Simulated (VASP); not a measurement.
Here is a VASP 6.6.1 calculation.

POSCAR

```
YbOs
1.0
    3.2827883681      0.0000000000      0.0000000000
    0.0000000000      3.2827883681      0.0000000000
    0.0000000000      0.0000000000      3.2827883681
Yb Os
1 1
Direct
    0.0000000000      0.0000000000      0.0000000000
    0.5000000000      0.5000000000      0.5000000000
```

Contents of INCAR.step1:

```
PREC = Accurate
ENCUT = 520
ISMEAR = 0
SIGMA = 0.05
LREAL = False
LASPH = True
NELM = 60
NBANDS = 23
GGA = PE
ALGO = Normal
EDIFF = 1E-4
LWAVE = True
LCHARG = False
```

The input INCAR.step2:

```
PREC = Accurate
ENCUT = 520
EDIFF = 1E-6
ISMEAR = 0
SIGMA = 0.05
LREAL = False
LASPH = True
NELM = 60
ALGO = Normal
ISIF = 2
LWAVE = False
LCHARG = False
METAGGA = R2SCAN
LMIXTAU = True
NBANDS = 23
ISTART = 1
```

Contents of KPOINTS:

```
regular mesh
0
Gamma
  10 10 10
```

Potentials or basis: VASP PAW PBE potentials, release 64 (Yb, Os).

Command:

```bash
$ cat potpaw_PBE.64/Yb/POTCAR potpaw_PBE.64/Os/POTCAR > POTCAR
$ cp INCAR.step1 INCAR
$ mpirun -np 1 vasp_std > vasp.out
$ cp INCAR.step2 INCAR
$ mpirun -np 1 vasp_std > vasp.out
```

What does it give for the band gap on the k mesh?

Zero (band 16 reaches 6.12 eV, above the bottom of band 17 at 4.13 eV).

Predict the pressure.

7.0 GPa.

Caveat: the PAW data sets were made with another functional, which shifts forces and pressure a little; spin-orbit coupling is left out, which moves the levels of the heavy elements; without U or exact exchange the open f shell lies at the Fermi level, which spoils levels, moments and volumes. Spin polarisation is off, so any magnetic state and its effect on volume and gap are missing.
